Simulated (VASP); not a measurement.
# CdI2 (P-3m1) in VASP: single point with HSE06

Aim: the single point of CdI2 with HSE06.

Program: VASP 6.6.1. These are calculated values, not measurements. Logs are shortened: lines on timing, memory, paths and dates and some standing lists are left out, and cuts for length are marked.

### 1 The cell of the first run

It takes space group P-3m1 (No. 164, trigonal). Conventional cell: a = 4.247 Å, b = 4.247 Å, c = 6.895 Å, α = 90.00°, β = 90.00°, γ = 120.00°. Within 3.9 Å of Cd (site symmetry -3m) lie 6 I at 2.99 Å. Within 3.9 Å of I (site symmetry 3m) lie 3 Cd at 2.99 Å.

### 2 Single point, HSE06

Input file POSCAR:

```
CdI2
1.0
    4.2470087538      0.0000000000      0.0000000000
   -2.1235043769      3.6780174709      0.0000000000
    0.0000000000      0.0000000000      6.8950250881
Cd I
1 2
Direct
    0.0000000000      0.0000000000      0.0000000000
    0.3333333333      0.6666666667      0.2493934742
    0.6666666667      0.3333333333      0.7506065258
```

Input file INCAR.step1:

```
PREC     = Accurate       # precision mode
ENCUT    = 400            # plane-wave cutoff, eV
EDIFF    = 1E-5           # SCF threshold, eV
ISMEAR   = 0              # smearing method
SIGMA    = 0.05           # smearing width, eV
LREAL    = False          # projectors in reciprocal space
LASPH    = True           # aspherical terms in the spheres
NELM     = 120            # most SCF steps
ALGO     = Normal         # electronic algorithm
ISIF     = 2              # what is computed and relaxed
LWAVE    = True           # write WAVECAR
LCHARG   = False          # write CHGCAR
NBANDS   = 20             # bands
GGA      = PE             # functional
GGA_COMPAT= False
```

Input file INCAR.step2:

```
PREC     = Accurate       # precision mode
ENCUT    = 400            # plane-wave cutoff, eV
EDIFF    = 1E-6           # SCF threshold, eV
ISMEAR   = 0              # smearing method
SIGMA    = 0.05           # smearing width, eV
LREAL    = False          # projectors in reciprocal space
LASPH    = True           # aspherical terms in the spheres
NELM     = 120            # most SCF steps
ALGO     = Normal         # electronic algorithm
ISIF     = 2              # what is computed and relaxed
LWAVE    = False          # write WAVECAR
LCHARG   = False          # write CHGCAR
GGA      = PE             # functional
LHFCALC  = True           # exact exchange
HFSCREEN = 0.2079         # screening, 1/A
PRECFOCK = Normal       
NBANDS   = 20             # bands
ISTART   = 1            
GGA_COMPAT= False
```

Input file KPOINTS:

```
Automatic mesh
0
Gamma
  6 6 2
```

Potentials or basis: VASP PAW PBE potentials, release 64 (Cd, I).

Started as:

```sh
> cat potpaw_PBE.64/Cd/POTCAR potpaw_PBE.64/I/POTCAR > POTCAR
> cp INCAR.step1 INCAR
> mpirun -np 1 vasp_std > vasp.out
> cp INCAR.step2 INCAR
> mpirun -np 1 vasp_std > vasp.out
```

OUTCAR:

```text
PREC = Accurate
   ENCUT = 400
   EDIFF = 1E-6
   ISMEAR = 0
   LREAL = False
   LASPH = True
   NELM = 120
   ISIF = 2
   GGA = PE
   LHFCALC = True
   HFSCREEN = 0.2079
   PRECFOCK = Normal
   ISTART = 1

 ion  position               nearest neighbor table
   1  0.000  0.000  0.000-   2 2.99   3 2.99   3 2.99   2 2.99   3 2.99   2 2.99
   2  0.333  0.667  0.249-   1 2.99   1 2.99   1 2.99
   3  0.667  0.333  0.751-   1 2.99   1 2.99   1 2.99

  LATTYP: Found a hexagonal cell.
 ALAT       =     4.2470087538
 C/A-ratio  =     1.6235015014

  Lattice vectors:

 A1 = (   4.2470087538,   0.0000000000,   0.0000000000)
 A2 = (  -2.1235043769,   3.6780174709,   0.0000000000)
 A3 = (   0.0000000000,   0.0000000000,   6.8950250881)

Analysis of symmetry for initial positions (statically):
=====================================================================
 Subroutine PRICEL returns:
 Original cell was already a primitive cell.

 Routine SETGRP: Setting up the symmetry group for a
 hexagonal supercell.

 Subroutine GETGRP returns: Found 12 space group operations
 (whereof 12 operations were pure point group operations)
 out of a pool of 24 trial point group operations.

The static configuration has the point symmetry D_3d.

Analysis of symmetry for dynamics (positions and initial velocities):
=====================================================================
 Subroutine PRICEL returns:
 Original cell was already a primitive cell.

 Routine SETGRP: Setting up the symmetry group for a
 hexagonal supercell.

 Subroutine GETGRP returns: Found 12 space group operations
 (whereof 12 operations were pure point group operations)
 out of a pool of 24 trial point group operations.

The dynamic configuration has the point symmetry D_3d.

 Subroutine INISYM returns: Found 12 space group operations
 (whereof 12 operations are pure point group operations),
 and found     1 'primitive' translations

----------------------------------------------------------------------------------------

                                     Primitive cell

  volume of cell :     107.7042

  direct lattice vectors                    reciprocal lattice vectors
     4.247008754  0.000000000  0.000000000     0.235459840  0.135942802  0.000000000
    -2.123504377  3.678017471  0.000000000     0.000000000  0.271885604  0.000000000
     0.000000000  0.000000000  6.895025088     0.000000000  0.000000000  0.145032105

  length of vectors
     4.247008754  4.247008754  6.895025088     0.271885604  0.271885604  0.145032105

  position of ions in fractional coordinates (direct lattice)
     0.000000000  0.000000000  0.000000000
     0.333333333  0.666666667  0.249393474
     0.666666667  0.333333333  0.750606526

  ion indices of the primitive-cell ions
   primitive index   ion index
                 1           1
                 2           2
                 3           3

----------------------------------------------------------------------------------------

 KPOINTS: Automatic mesh

Automatic generation of k-mesh.
 Grid dimensions read from file:
 generate k-points for:    6    6    2

 Generating k-lattice:

  Cartesian coordinates                     Fractional coordinates (reciprocal lattice)
     0.039243307  0.022657134  0.000000000     0.166666667  0.000000000  0.000000000
     0.000000000  0.045314267  0.000000000     0.000000000  0.166666667  0.000000000
     0.000000000  0.000000000  0.072516052     0.000000000  0.000000000  0.500000000

  Length of vectors
     0.045314267  0.045314267  0.072516052

  Shift w.r.t. Gamma in fractional coordinates (k-lattice)
     0.000000000  0.000000000  0.000000000

 Subroutine IBZKPT returns following result:
 ===========================================

 Found     14 irreducible k-points:

 Following reciprocal coordinates:
            Coordinates               Weight
  0.000000  0.000000  0.000000      1.000000
  0.166667 -0.000000  0.000000      6.000000
  0.333333 -0.000000  0.000000      6.000000
  0.500000  0.000000  0.000000      3.000000
  0.166667  0.166667  0.000000      6.000000
  0.333333  0.166667  0.000000     12.000000
  0.333333  0.333333  0.000000      2.000000
  0.000000  0.000000  0.500000      1.000000
  0.166667 -0.000000  0.500000      6.000000
  0.333333 -0.000000  0.500000      6.000000
  0.500000  0.000000  0.500000      3.000000
  0.166667  0.166667  0.500000      6.000000
  0.333333  0.166667  0.500000     12.000000
  0.333333  0.333333  0.500000      2.000000
   k-points           NKPTS =     14   k-points in BZ     NKDIM =     72   number of bands    NBANDS=     20
   number of dos      NEDOS =    301   number of ions     NIONS =      3
   total plane-waves  NPLWV =  37632
   dimension x,y,z NGX =    28 NGY =   28 NGZ =   48
   dimension x,y,z NGXF=    56 NGYF=   56 NGZF=   96
   ions per type =               1   2
   NGX,Y,Z   is equivalent  to a cutoff of  10.96, 10.96, 11.57 a.u.
   NGXF,Y,Z  is equivalent  to a cutoff of  21.92, 21.92, 23.15 a.u.
 SYSTEM =  unknown system
   PREC   = accura    normal or accurate (medium, high low for compatibility)
   ISTART =      1    job   : 0-new  1-cont  2-samecut
   ICHARG =      0    charge: 1-file 2-atom 10-const
   ISPIN  =      1    spin polarized calculation?
   LNONCOLLINEAR =      F non collinear calculations
   LSORBIT =      F    spin-orbit coupling
   LASPH  =      T    aspherical Exc in radial PAW
   ENCUT  =  400.0 eV  29.40 Ry    5.42 a.u.   6.93  6.93 11.24*2*pi/ulx,y,z
   NELM   =    120;   NELMIN=  2; NELMDL=  0     # of ELM steps
   EDIFF  = 0.1E-05   stopping-criterion for ELM
   LREAL  =      F    real-space projection
   EDIFFG = 0.1E-04   stopping-criterion for IOM
   NSW    =      0    number of steps for IOM
   IBRION =     -1    ionic relax: 0-MD 1-quasi-New 2-CG
   NFREE  =      0    steps in history (QN), initial steepest desc. (CG)
   ISIF   =      2    stress and relaxation
   ISYM   =      3    0-nonsym 1-usesym 2-fastsym
   POTIM  = 0.5000    time-step for ionic-motion
   TEBEG  =    0.0;   TEEND  =   0.0 temperature during run
   PSTRESS=    0.0 pullay stress
   NELECT =      26.0000    total number of electrons
   NUPDOWN=      -1.0000    fix difference up-down
   EMIN   =  10.00;   EMAX   =-10.00  energy-range for DOS
   EFERMI =   0.00;   METHOD = LEGACY
   ISMEAR =     0;   SIGMA  =   0.05  broadening in eV -4-tet -1-fermi 0-gaus
   EFERMI_NEDOS =   21; number of points for ismear=-14 and -15
   IALGO  =     38    algorithm
   IMIX   =      1    mixing-type and parameters
     AMIX     =   0.40;   BMIX     =  1.00
     AMIX_MAG =   1.60;   BMIX_MAG =  1.00
  volume/ion in A,a.u.               =      35.90       242.27
  Fermi-wavevector in a.u.,A,eV,Ry     =   1.019346  1.926285 14.137359  1.039067
  Thomas-Fermi vector in A             =   2.152855
   LORBIT       =      0    0 simple, 1 ext, 2 COOP (PROOUT), +10 PAW based schemes
   GGA     = PE    functional components
   LHFCALC =     T    Hartree Fock is set to
   PRECFOCK=normal    Normal, Fast or Accurate (Low or Medium for compatibility)
   ENCUT4O =  -1.0   cutoff for four orbital integrals eV
   NKREDX  =     1    reduce k-point grid by
   NKREDY  =     1    reduce k-point grid by
   NKREDZ  =     1    reduce k-point grid by
   AEXX    =    0.2500 exact exchange contribution
   HFSCREEN=    0.2079 screening length (either q_TF or 0.3 A-1)
   HFSCREENC=   0.2079 screening length for correlation (either q_TF or 0.3 A-1)
   ENCUTFOCK=  -1.0 apply spherical cutoff to Coloumb kernel
   IVDW    =     0    specifies the selected vdW correction
   LEPSILON=     F    determine dielectric tensor
   LRPA    =     F    only Hartree local field effects (RPA)
 non-spin polarized calculation
 Gauss-broadening in eV      SIGMA  =   0.05
  energy-cutoff  :      400.00
  volume of cell :      107.70
 maximum number of plane-waves:      1971
 NGX is ok and might be reduce to    28
  NGX = 24; NGY = 24; NGZ = 36

 number of electron      26.0000011 magnetization

 Free energy of the ion-electron system (eV)
  ---------------------------------------------------
  ext. energy  EPLUGINS =         0.00000000
  ---------------------------------------------------
  free energy    TOTEN  =        -7.07424564 eV

  energy without entropy =       -7.07424564  energy(sigma->0) =       -7.07424564

 E-fermi :   1.5342     XC(G=0):  -7.1335

 val. band max:        1.2891354937   @ k =   0.0000   0.0000   0.5000
 cond. band min:       4.6314111070   @ k =   0.5000   0.0000   0.5000
 fundamental gap:      3.3422756133
 Fermi energy:         1.5341823615

 k-point     1 :       0.0000    0.0000    0.0000
  band No.  band energies     occupation
      1     -11.8361      2.00000
      2     -11.0572      2.00000
      3      -7.5507      2.00000
      4      -7.5507      2.00000
      5      -7.4072      2.00000
      6      -7.3362      2.00000
[... 12 lines left out ...]
     19      11.5356      0.00000
     20      11.5678      0.00000

 k-point     2 :       0.1667   -0.0000    0.0000
  band No.  band energies     occupation
      1     -11.6882      2.00000
      2     -11.0432      2.00000
      3      -7.5344      2.00000
      4      -7.4729      2.00000
      5      -7.3822      2.00000
      6      -7.3405      2.00000
[... 12 lines left out ...]
     19      10.5302      0.00000
     20      11.5632      0.00000

 k-point     3 :       0.3333   -0.0000    0.0000
  band No.  band energies     occupation
      1     -11.3488      2.00000
      2     -11.0272      2.00000
      3      -7.5172      2.00000
      4      -7.4083      2.00000
      5      -7.3341      2.00000
      6      -7.2996      2.00000
[... 12 lines left out ...]
     19      10.9032      0.00000
     20      11.5385      0.00000

 k-point     4 :       0.5000    0.0000    0.0000
  band No.  band energies     occupation
      1     -11.0961      2.00000
      2     -11.0813      2.00000
      3      -7.5158      2.00000
      4      -7.4173      2.00000
      5      -7.3205      2.00000
      6      -7.2759      2.00000
[... 199 lines left out ...]
 k-point    13 :       0.3333    0.1667    0.5000
  band No.  band energies     occupation
      1     -11.1257      2.00000
      2     -11.0492      2.00000
      3      -7.4626      2.00000
      4      -7.3917      2.00000
      5      -7.3214      2.00000
      6      -7.2907      2.00000
[... 12 lines left out ...]
     19      10.5707      0.00000
     20      11.8789      0.00000

 k-point    14 :       0.3333    0.3333    0.5000
  band No.  band energies     occupation
      1     -11.0374      2.00000
      2     -11.0374      2.00000
      3      -7.3611      2.00000
      4      -7.3611      2.00000
      5      -7.3064      2.00000
      6      -7.2814      2.00000
[... 12 lines left out ...]
     19      11.3845      0.00000
     20      11.3845      0.00000

------------------------ aborting loop because EDIFF is reached ----------------------------------------

  FORCE on cell =-STRESS in cart. coord.  units (eV):
  Direction    XX          YY          ZZ          XY          YZ          ZX
  --------------------------------------------------------------------------------------
  -------------------------------------------------------------------------------------
  Total        0.4427455      0.4427455      0.3491412     -0.0000000      0.0000000      0.0000000
  in kB        6.5861546      6.5861546      5.1937242     -0.0000000      0.0000000      0.0000000
  external PRESSURE =       6.1220111 kB  Pullay stress =       0.0000000 kB

 VOLUME and BASIS-vectors are now :
 -----------------------------------------------------------------------------
  energy-cutoff  :      400.00
  volume of cell :      107.70
      direct lattice vectors                 reciprocal lattice vectors
     4.247008754  0.000000000  0.000000000     0.235459840  0.135942802  0.000000000
    -2.123504377  3.678017471  0.000000000     0.000000000  0.271885604  0.000000000
     0.000000000  0.000000000  6.895025088     0.000000000  0.000000000  0.145032105

 POSITION                                       TOTAL-FORCE (eV/Angst)
 -----------------------------------------------------------------------------------
      0.00000      0.00000      0.00000        -0.000000      0.000000      0.000000
     -0.00000      2.45201      1.71957        -0.000000     -0.000000     -0.063247
      2.12350      1.22601      5.17545         0.000000      0.000000      0.063247
 -----------------------------------------------------------------------------------
    total drift:                               -0.000000     -0.000000     -0.000002

  FREE ENERGIE OF THE ION-ELECTRON SYSTEM (eV)
  ---------------------------------------------------
  free  energy   TOTEN  =        -7.0742456428 eV

  energy  without entropy=       -7.0742456428  energy(sigma->0) =       -7.07424564
```

Run time: 41 min. Hardware: 1 thread of AMD EPYC 7R43 (Zen 3), shared host; peak memory 0.28 GiB.

What came out:

```yaml
Free_energy: -7.0742 eV
Pressure: 0.6 GPa
Largest_force: 0.063 eV/Å
Band_gap_on_the_k_mesh: 3.34 eV (least direct gap 3.62 eV)
```

Forces in eV/Å, atoms in the order of the input:
```
Cd   0.000  0.000  0.000
I    0.000  0.000 -0.063
I    0.000  0.000  0.063
```

Levels at points of the mesh, in eV from the valence-band top:
| k point | band 11 | band 12 | band 13 | band 14 | band 15 | band 16 |
| --- | --- | --- | --- | --- | --- | --- |
| (0.00, 0.00, 0.00) | -0.15 | -0.15 | -0.14 | 3.48 | 5.42 | 7.44 |
| (0.50, 0.00, 0.00) | -1.59 | -0.72 | -0.14 | 3.62 | 5.98 | 6.86 |
| (0.00, 0.00, 0.50) | -0.42 | 0.00 | 0.00 | 4.64 | 5.47 | 7.22 |
| (0.50, 0.00, 0.50) | -1.28 | -0.53 | -0.46 | 3.34 | 5.87 | 6.83 |

Caveat: the k points lie up to 0.46 Å⁻¹ apart; the PAW data sets were made with another functional, which shifts forces and pressure a little; spin-orbit coupling is left out, which moves the levels of the heavy elements; this functional lacks dispersion, which binds layers or chains, so the pressure and a relaxed spacing across them are unreliable.
